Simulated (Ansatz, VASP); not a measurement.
Sn in VASP and in Ansatz

```
Sn
1.0
     0.00000    3.22937    3.24560
     3.26183    0.00000    3.24560
     3.26183    3.22937    0.00000
Sn
2
Cartesian
  3.2618 3.2294 3.2456
  4.8927 4.8441 4.8684
```

Change from the starting cell: strain +0.0050 x Voigt [1, -1, 0, 0, 0, 0], atoms carried along.

Alike in both runs: task single point; functional PBE; k mesh 12 × 12 × 12; occupations gaussian, width 0.15 eV; no spin polarisation.

|  | VASP | Ansatz |
| --- | --- | --- |
| version | VASP 6.6.1 | Ansatz 0.2.0 |
| potentials or method | VASP PAW PBE potentials, release 64 (Sn_d), cutoff 520 eV | scalar-relativistic, plane waves, PAW |
| valence electrons in the cell | 28 | 28 |

```tsv
	VASP	Ansatz	Ansatz less VASP
gap on the k mesh at the Fermi level (eV)	none	none	-
pressure (GPa)	3.1	3.2	+0.07
traceless stress, the component that is largest in VASP (GPa)	-0.15	-0.15	+0.001
```

A gap of «none» marks a metal or a gap that the smearing closes. With one functional, cell and mesh, what is left measures potentials, basis and numerics.
